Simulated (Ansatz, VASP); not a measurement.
Two plane-wave programs on Li2S

```
Li S
1.0
     0.00000    2.84529    2.84529
     2.84529    0.00000    2.84529
     2.84529    2.84529    0.00000
Li S
2 1
Direct
  0.25000 0.25000 0.25000
  0.75000 0.75000 0.75000
  0.00000 0.00000 0.00000
```

Alike in both runs: task single point; functional PBEsol; k mesh 4 × 4 × 4; no spin polarisation.

```csv
,VASP,Ansatz
version,VASP 6.6.1,Ansatz 0.2.0
potentials or method,"VASP PAW PBE potentials, release 64 (Li_sv, S)","plane waves, PAW"
plane-wave cutoff (eV),750,420
occupations,"gaussian, width 0.01 eV",fixed
valence electrons in the cell,12,12
```

|  | VASP | Ansatz | Ansatz less VASP |
| --- | --- | --- | --- |
| gap on the k mesh at the Fermi level (eV) | 3.21 | 3.21 | 0.000 |

VASP's potentials were made for PBE, not for PBEsol.

The k mesh is coarse, so the values compare programs but aren't converged.
